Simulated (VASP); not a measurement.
# MgS (I-4m2) in VASP: notebook, part 2 of 3

VASP 6.6.1.

### Step 3. Single point, r2SCAN (uniaxial x strain -5.0%)

Input file POSCAR:

```
MgS
1.0
    0.0000000000      2.8308768404      2.8308768404
    2.6893329983      0.0000000000      2.8308768404
    2.6893329983      2.8308768404      0.0000000000
Mg S
1 1
Direct
    0.0000000000      0.0000000000      0.0000000000
    0.2500000000      0.2500000000      0.2500000000
```

Input file INCAR.step1:

```
PREC = Accurate
ENCUT = 660
ISMEAR = 0
SIGMA = 0.01
LREAL = F
LASPH = T
NELM = 120
NBANDS = 11
GGA = PE
ALGO = Normal
EDIFF = 1E-5
LWAVE = T
LCHARG = F
GGA_COMPAT = F
```

Input file INCAR.step2:

```
PREC = Accurate
ENCUT = 660
EDIFF = 1E-6
ISMEAR = 0
SIGMA = 0.01
LREAL = F
LASPH = T
NELM = 120
ALGO = Normal
ISIF = 2
LWAVE = F
LCHARG = F
METAGGA = R2SCAN
LMIXTAU = T
NBANDS = 11
ISTART = 1
GGA_COMPAT = F
```

Input file KPOINTS:

```
regular mesh
0
Gamma
  8 8 8
```

Potentials or basis: VASP PAW PBE potentials, release 64 (Mg, S).

Launch:

```
> cat potpaw_PBE.64/Mg/POTCAR potpaw_PBE.64/S/POTCAR > POTCAR
> cp INCAR.step1 INCAR
> mpirun -np 1 vasp_std > vasp.out
> cp INCAR.step2 INCAR
> mpirun -np 1 vasp_std > vasp.out
```

OUTCAR:

```text
PREC = Accurate
   ENCUT = 660
   EDIFF = 1E-6
   ISMEAR = 0
   LREAL = F
   LASPH = T
   NELM = 120
   ISIF = 2
   METAGGA = R2SCAN
   ISTART = 1

 ion  position               nearest neighbor table
   1  0.000  0.000  0.000-   2 2.41   2 2.41   2 2.41   2 2.41
   2  0.250  0.250  0.250-   1 2.41   1 2.41   1 2.41   1 2.41

  LATTYP: Found a body centered tetragonal cell.
 ALAT       =     4.0034644211
 C/A-ratio  =     1.3435028842

  Lattice vectors:

 A1 = (  -2.6893329983,   0.0000000000,  -2.8308768404)
 A2 = (  -2.6893329983,   0.0000000000,   2.8308768404)
 A3 = (   2.6893329983,   2.8308768404,   0.0000000000)

Analysis of symmetry for initial positions (statically):
=====================================================================
 Subroutine PRICEL returns:
 Original cell was already a primitive cell.

 Routine SETGRP: Setting up the symmetry group for a
 body centered tetragonal supercell.

 Subroutine GETGRP returns: Found  8 space group operations
 (whereof  8 operations were pure point group operations)
 out of a pool of 16 trial point group operations.

The static configuration has the point symmetry D_2d.

Analysis of symmetry for dynamics (positions and initial velocities):
=====================================================================
 Subroutine PRICEL returns:
 Original cell was already a primitive cell.

 Routine SETGRP: Setting up the symmetry group for a
 body centered tetragonal supercell.

 Subroutine GETGRP returns: Found  8 space group operations
 (whereof  8 operations were pure point group operations)
 out of a pool of 16 trial point group operations.

The dynamic configuration has the point symmetry D_2d.

 Subroutine INISYM returns: Found  8 space group operations
 (whereof  8 operations are pure point group operations),
 and found     1 'primitive' translations

----------------------------------------------------------------------------------------

                                     Primitive cell

  volume of cell :      43.1039

  direct lattice vectors                    reciprocal lattice vectors
     0.000000000  2.830876840  2.830876840    -0.185919706  0.176623721  0.176623721
     2.689332998  0.000000000  2.830876840     0.185919706 -0.176623721  0.176623721
     2.689332998  2.830876840  0.000000000     0.185919706  0.176623721 -0.176623721

  length of vectors
     4.003464421  3.904660761  3.904660761     0.311380819  0.311380819  0.311380819

  position of ions in fractional coordinates (direct lattice)
     0.000000000  0.000000000  0.000000000
     0.250000000  0.250000000  0.250000000

  ion indices of the primitive-cell ions
   primitive index   ion index
                 1           1
                 2           2

----------------------------------------------------------------------------------------

 KPOINTS: regular mesh

Automatic generation of k-mesh.
 Grid dimensions read from file:
 generate k-points for:    8    8    8

 Generating k-lattice:

  Cartesian coordinates                     Fractional coordinates (reciprocal lattice)
    -0.023239963  0.022077965  0.022077965     0.125000000  0.000000000  0.000000000
     0.023239963 -0.022077965  0.022077965     0.000000000  0.125000000 -0.000000000
     0.023239963  0.022077965 -0.022077965     0.000000000 -0.000000000  0.125000000

  Length of vectors
     0.038922602  0.038922602  0.038922602

  Shift w.r.t. Gamma in fractional coordinates (k-lattice)
     0.000000000  0.000000000  0.000000000

 Subroutine IBZKPT returns following result:
 ===========================================

 Found     59 irreducible k-points:

 Following reciprocal coordinates:
            Coordinates               Weight
  0.000000  0.000000  0.000000      1.000000
  0.125000 -0.000000 -0.000000      8.000000
  0.250000 -0.000000 -0.000000      8.000000
  0.375000  0.000000  0.000000      8.000000
  0.500000 -0.000000 -0.000000      4.000000
  0.125000  0.125000  0.000000      4.000000
[... 16 lines left out ...]
  0.250000  0.125000  0.125000      4.000000
  0.375000  0.125000  0.125000      8.000000
 [... further k-points ...]
   k-points           NKPTS =     59   k-points in BZ     NKDIM =     59   number of bands    NBANDS=     11
   number of dos      NEDOS =    301   number of ions     NIONS =      2
   total plane-waves  NPLWV =  46656
   dimension x,y,z NGX =    36 NGY =   36 NGZ =   36
   dimension x,y,z NGXF=    72 NGYF=   72 NGZF=   72
   ions per type =               1   1
   NGX,Y,Z   is equivalent  to a cutoff of  14.95, 15.33, 15.33 a.u.
   NGXF,Y,Z  is equivalent  to a cutoff of  29.90, 30.65, 30.65 a.u.
 SYSTEM =  unknown system
   PREC   = accura    normal or accurate (medium, high low for compatibility)
   ISTART =      1    job   : 0-new  1-cont  2-samecut
   ICHARG =      0    charge: 1-file 2-atom 10-const
   ISPIN  =      1    spin polarized calculation?
   LNONCOLLINEAR =      F non collinear calculations
   LSORBIT =      F    spin-orbit coupling
   LASPH  =      T    aspherical Exc in radial PAW
   ENCUT  =  660.0 eV  48.51 Ry    6.96 a.u.   8.39  8.18  8.18*2*pi/ulx,y,z
   NELM   =    120;   NELMIN=  2; NELMDL=  0     # of ELM steps
   EDIFF  = 0.1E-05   stopping-criterion for ELM
   LREAL  =      F    real-space projection
   EDIFFG = 0.1E-04   stopping-criterion for IOM
   NSW    =      0    number of steps for IOM
   IBRION =     -1    ionic relax: 0-MD 1-quasi-New 2-CG
   NFREE  =      0    steps in history (QN), initial steepest desc. (CG)
   ISIF   =      2    stress and relaxation
   ISYM   =      2    0-nonsym 1-usesym 2-fastsym
   POTIM  = 0.5000    time-step for ionic-motion
   TEBEG  =    0.0;   TEEND  =   0.0 temperature during run
   PSTRESS=    0.0 pullay stress
   NELECT =       8.0000    total number of electrons
   NUPDOWN=      -1.0000    fix difference up-down
   EMIN   =  10.00;   EMAX   =-10.00  energy-range for DOS
   EFERMI =   0.00;   METHOD = LEGACY
   ISMEAR =     0;   SIGMA  =   0.01  broadening in eV -4-tet -1-fermi 0-gaus
   EFERMI_NEDOS =   21; number of points for ismear=-14 and -15
   IALGO  =     38    algorithm
   IMIX   =      4    mixing-type and parameters
     AMIX     =   0.40;   BMIX     =  1.00
     AMIX_MAG =   1.60;   BMIX_MAG =  1.00
  volume/ion in A,a.u.               =      21.55       145.44
  Fermi-wavevector in a.u.,A,eV,Ry     =   0.933826  1.764675 11.864703  0.872031
  Thomas-Fermi vector in A             =   2.060568
   LORBIT       =      0    0 simple, 1 ext, 2 COOP (PROOUT), +10 PAW based schemes
   METAGGA = R2SCAN    functional components
   LHFCALC =     F    Hartree Fock is set to
   AEXX    =    0.0000 exact exchange contribution
   IVDW    =     0    specifies the selected vdW correction
   LEPSILON=     F    determine dielectric tensor
   LRPA    =     F    only Hartree local field effects (RPA)
 non-spin polarized calculation
 Gauss-broadening in eV      SIGMA  =   0.01
  energy-cutoff  :      660.00
  volume of cell :       43.10
 maximum number of plane-waves:      1695
 NGX is ok and might be reduce to    36
   NGX = 17   NGY = 17   NGZ = 17

 number of electron       8.0000001 magnetization

 Free energy of the ion-electron system (eV)
  ---------------------------------------------------
  ext. energy  EPLUGINS =         0.00000000
  ---------------------------------------------------
  free energy    TOTEN  =       -15.42777831 eV

  energy without entropy =      -15.42777831  energy(sigma->0) =      -15.42777831

 E-fermi :   1.2280     XC(G=0):  -8.9845

 val. band max:        1.1868785034   @ k =   0.0000   0.0000   0.0000
 cond. band min:       5.3013320921   @ k =   0.0000   0.5000   0.5000
 fundamental gap:      4.1144535887
 Fermi energy:         1.2279896964

 k-point     1 :       0.0000    0.0000    0.0000
  band No.  band energies     occupation
      1     -10.8186      2.00000
      2       1.0600      2.00000
      3       1.0600      2.00000
      4       1.1869      2.00000
      5       5.5001      0.00000
      6       9.8213      0.00000
      7       9.8213      0.00000
      8       9.8705      0.00000
      9      12.2185      0.00000
     10      13.0502      0.00000
     11      15.7746      0.00000
[... 309 lines left out ...]
 k-point    24 :       0.3750    0.1250    0.1250
  band No.  band energies     occupation
      1     -10.3050      2.00000
      2      -1.1534      2.00000
      3       0.4679      2.00000
      4       0.8059      2.00000
      5       7.6457      0.00000
      6       9.1286      0.00000
      7       9.9042      0.00000
      8      10.0960      0.00000
      9      11.6888      0.00000
     10      14.0306      0.00000
     11      15.8357      0.00000

 [... further k-points ...]
[... 5 lines left out ...]
  --------------------------------------------------------------------------------------
  -------------------------------------------------------------------------------------
  Total        0.9695477      0.7530968      0.7530968      0.0000000      0.0000000      0.0000000
  in kB       36.0382125     27.9927037     27.9927037      0.0000000      0.0000000      0.0000000
  external PRESSURE =      30.6745399 kB  Pullay stress =       0.0000000 kB

 VOLUME and BASIS-vectors are now :
 -----------------------------------------------------------------------------
  energy-cutoff  :      660.00
  volume of cell :       43.10
      direct lattice vectors                 reciprocal lattice vectors
     0.000000000  2.830876840  2.830876840    -0.185919706  0.176623721  0.176623721
     2.689332998  0.000000000  2.830876840     0.185919706 -0.176623721  0.176623721
     2.689332998  2.830876840  0.000000000     0.185919706  0.176623721 -0.176623721

 POSITION                                       TOTAL-FORCE (eV/Angst)
 -----------------------------------------------------------------------------------
      0.00000      0.00000      0.00000        -0.000000     -0.000000     -0.000000
      1.34467      1.41544      1.41544         0.000000      0.000000      0.000000
 -----------------------------------------------------------------------------------
    total drift:                                0.000000      0.000000      0.000000

  FREE ENERGIE OF THE ION-ELECTRON SYSTEM (eV)
  ---------------------------------------------------
  free  energy   TOTEN  =       -15.4277783115 eV

  energy  without entropy=      -15.4277783115  energy(sigma->0) =      -15.42777831
```

OUTCAR.step1:

```text
PREC = Accurate
   ENCUT = 660
   ISMEAR = 0
   LREAL = F
   LASPH = T
[... 558 lines left out ...]
 -----------------------------------------------------------------------------------
      0.00000      0.00000      0.00000         0.000000      0.000000      0.000000
      1.34467      1.41544      1.41544         0.000000     -0.000000     -0.000000
 -----------------------------------------------------------------------------------
    total drift:                               -0.000000     -0.000000     -0.000000

  FREE ENERGIE OF THE ION-ELECTRON SYSTEM (eV)
  ---------------------------------------------------
  free  energy   TOTEN  =        -8.4312379484 eV

  energy  without entropy=       -8.4312379484  energy(sigma->0) =       -8.43123795
```

OSZICAR.step1:

```text
N       E                     dE             d eps       ncg     rms          rms(c)
DAV:   1     0.291122043582E+02    0.29112E+02   -0.39731E+03  1306   0.710E+02
DAV:   2    -0.683851533833E+01   -0.35951E+02   -0.34622E+02  1635   0.110E+02
DAV:   3    -0.892583842557E+01   -0.20873E+01   -0.20839E+01  1630   0.286E+01
DAV:   4    -0.894246931907E+01   -0.16631E-01   -0.16629E-01  1611   0.304E+00
DAV:   5    -0.894264865664E+01   -0.17934E-03   -0.17933E-03  1615   0.309E-01    0.417E+00
DAV:   6    -0.846159141131E+01    0.48106E+00   -0.11587E+00  1436   0.408E+00    0.324E+00
DAV:   7    -0.842460259995E+01    0.36989E-01   -0.27619E-01  1520   0.217E+00    0.253E+00
DAV:   8    -0.843184018349E+01   -0.72376E-02   -0.22024E-02  1442   0.906E-01    0.141E+00
DAV:   9    -0.843104866161E+01    0.79152E-03   -0.23105E-03  1512   0.243E-01    0.414E-01
DAV:  10    -0.843123366041E+01   -0.18500E-03   -0.55303E-04  1484   0.113E-01    0.849E-02
DAV:  11    -0.843123794838E+01   -0.42880E-05   -0.51109E-05  1573   0.297E-02
   1 F= -.84312379E+01 E0= -.84312379E+01  d E =-.103879E-37
```

Wall time 83 s (1 thread of Intel Xeon 6975P-C (Granite Rapids), shared host); peak memory 0.24 GiB.

Results:

```yaml
Free_energy: -15.4278 eV
Pressure: 3.1 GPa
Band_gap_on_the_k_mesh: 4.11 eV (least direct gap 4.31 eV)
```

Caveat: the cell differs from its parent crystal (uniaxial x strain -5.0%); the cell stands under pressure; the PAW data sets were made with another functional, which shifts forces and pressure a little. A k mesh can miss the band edges.

(Part 2 of 3 ends here.)
